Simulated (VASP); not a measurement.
Here is a VASP 6.6.1 calculation.

Contents of INCAR:

```
SYSTEM = CdS
PREC = Accurate ; ENCUT = 600
EDIFF = 1E-7 ; ISMEAR = 0
SIGMA = 0.05 ; LREAL = .False.
LASPH = .True. ; NELM = 100
ALGO = Normal ; ISIF = 3
LWAVE = .False. ; LCHARG = .False.
GGA = PE ; IBRION = 2
NSW = 80 ; EDIFFG = -0.01
```

File KPOINTS:

```
regular mesh
0
Gamma
  10 10 6
  0 0 0
```

The input POSCAR:

```
CdS
1.0
    4.1485361787      0.0000000000      0.0000000000
   -2.0742680894      3.5927377193      0.0000000000
    0.0000000000      0.0000000000      6.7714220916
Cd S
2 2
Direct
    0.3333333333      0.6666666667      0.0000000000
    0.6666666667      0.3333333333      0.5000000000
    0.3333333333      0.6666666667      0.3850000000
    0.6666666667      0.3333333333      0.8850000000
```

Potentials or basis: VASP PAW PBE potentials, release 64 (Cd, S).

Run with:

```sh
$ cat potpaw_PBE.64/Cd/POTCAR potpaw_PBE.64/S/POTCAR > POTCAR
$ mpirun -np 1 vasp_std > vasp.out
```

(1) Predict the relaxed cell.

(2) Estimate the space group after relaxing (to 0.05 Å).

(3) Estimate the band gap on the k mesh.

## Answers

(1) a = 4.207 Å, b = 4.207 Å, c = 6.832 Å, α = 90.00°, β = 90.00°, γ = 120.00°.

(2) P6_3mc (No. 186).

(3) 1.10 eV, direct.
